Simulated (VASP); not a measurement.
A run of VASP 6.6.1:

File INCAR:

```
SYSTEM = BiTe
AGGAC = 1.0 ; AGGAX = 1.0
ALDAC = 0.0 ; ALDAX = 1.0
ALGO = Normal ; EDIFF = 1E-6
EDIFFG = -0.01 ; ENCUT = 600
GGA = B5 ; IBRION = 2
ISIF = 3 ; ISMEAR = -1
IVDW = 13 ; LASPH = .True.
LCHARG = .False. ; LREAL = .False.
LWAVE = .False. ; NELM = 60
NSW = 60 ; PREC = Accurate
SIGMA = 0.05 ; VDW_A1 = 0.44488865
VDW_A2 = 4.0933009 ; VDW_S6 = 1.0
VDW_S8 = 2.34076671
```

KPOINTS

```
k-points
0
Gamma
  7 7 7
  0 0 0
```

File POSCAR:

```
BiTe
1.0
    0.0000000000      3.2350000000      3.2350000000
    3.2350000000      0.0000000000      3.2350000000
    3.2350000000      3.2350000000      0.0000000000
Bi Te
1 1
Direct
    0.0000000000      0.0000000000      0.0000000000
    0.5000000000      0.5000000000      0.5000000000
```

Potentials or basis: VASP PAW PBE potentials, release 64 (Bi_d, Te).

Run with:

```console
$ cat potpaw_PBE.64/Bi_d/POTCAR potpaw_PBE.64/Te/POTCAR > POTCAR
$ mpirun -np 1 vasp_std > vasp.out
```

Hardware: 1 thread of Intel(R) Xeon(R) 6975P-C (Granite Rapids), with other jobs on the host.

How long does it take, and how much memory?

Run time: 58 s on 1 thread of Intel(R) Xeon(R) 6975P-C (Granite Rapids), on a shared host, peak memory 0.25 GiB. Counts: scf iterations 25, k points 20, ion steps 3.
